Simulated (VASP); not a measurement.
Crystal: SiO2.

```
Si O
1.0
     4.14334    0.00000    0.00000
     0.00000    4.14334    0.00000
     0.00000    0.00000    2.64215
Si O
2 4
Direct
  0.00000 0.00000 0.00000
  0.50000 0.50000 0.50000
  0.30509 0.30509 0.00000
  0.19491 0.80509 0.50000
  0.80509 0.19491 0.50000
  0.69491 0.69491 0.00000
```

This cell differs from its parent crystal: strain -1.0%.

Base run:

```yaml
Program: VASP 6.6.1
Functional: r2SCAN
Potentials_or_basis: VASP PAW PBE potentials, release 64 (Si, O)
Cutoff: 520 eV
k_mesh: 6 × 6 × 10
Occupations: gaussian, width 0.01 eV
Spin: no spin polarisation
```

Its results: band gap on the k mesh 7.04 eV; pressure 10.7 GPa; largest force 0.025 eV/Å.

The run is repeated on the same cell with these changes: functional from r2SCAN to PBE; occupations from gaussian, width 0.01 eV to fermi-dirac, width 0.02 eV. What comes out?

Band gap on the k mesh 6.05 eV; pressure 20.1 GPa; largest force 0.102 eV/Å.

Caveats: the cell stands under pressure; the PAW data sets were made with another functional, which shifts forces and pressure a little (at least some runs).

A k mesh can miss the band edges.
